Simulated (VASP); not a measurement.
**C: single point with LDA**

The system is C.

```
C
1.0
     2.34300    0.00000    0.00000
    -1.17150    2.02910    0.00000
     0.00000    0.00000    6.33404
C
4
Direct
  0.00000 0.00000 0.25000
  0.00000 0.00000 0.75000
  0.33333 0.66667 0.25000
  0.66667 0.33333 0.75000
```

This cell differs from its parent crystal: volume scaled by 0.88.

```
Program                : VASP 6.6.1
Task                   : single point
Functional             : LDA
Potentials or basis    : VASP PAW LDA potentials, release 64 (C)
Cutoff                 : 520 eV
k mesh                 : 14 × 14 × 5
Occupations            : fermi-dirac, width 0.05 eV
Spin                   : no spin polarisation
Dipole correction      : no
Further INCAR settings : ALGO = Normal; EDIFF = 1e-07; NBANDS = 16
```

| Item | Value |
| --- | --- |
| Pressure | 48.0 GPa |
| Band gap on the k mesh | 1.07 eV, direct |

Stress tensor (GPa, compression positive):
```
71.23  0.00  0.00
 0.00 71.23  0.00
 0.00  0.00  1.53
```

Levels at points of the mesh, in eV from the valence-band top:
| k point | band 4 | band 5 | band 6 | band 7 | band 8 | band 9 | band 10 | band 11 | band 12 | band 13 |
| --- | --- | --- | --- | --- | --- | --- | --- | --- | --- | --- |
| (0.00, 0.00, 0.00) | -6.82 | -2.41 | -2.41 | -2.39 | -2.39 | 4.31 | 9.83 | 9.83 | 9.90 | 9.90 |
| (0.50, 0.00, 0.00) | -13.54 | -6.32 | -6.24 | -2.74 | -1.85 | 1.97 | 2.92 | 9.27 | 9.88 | 12.00 |

Wall time 17 s on 1 thread of AMD EPYC 7R13 Processor (Zen 3), on a shared host, peak memory 0.11 GiB.

 A k mesh can miss the band edges.
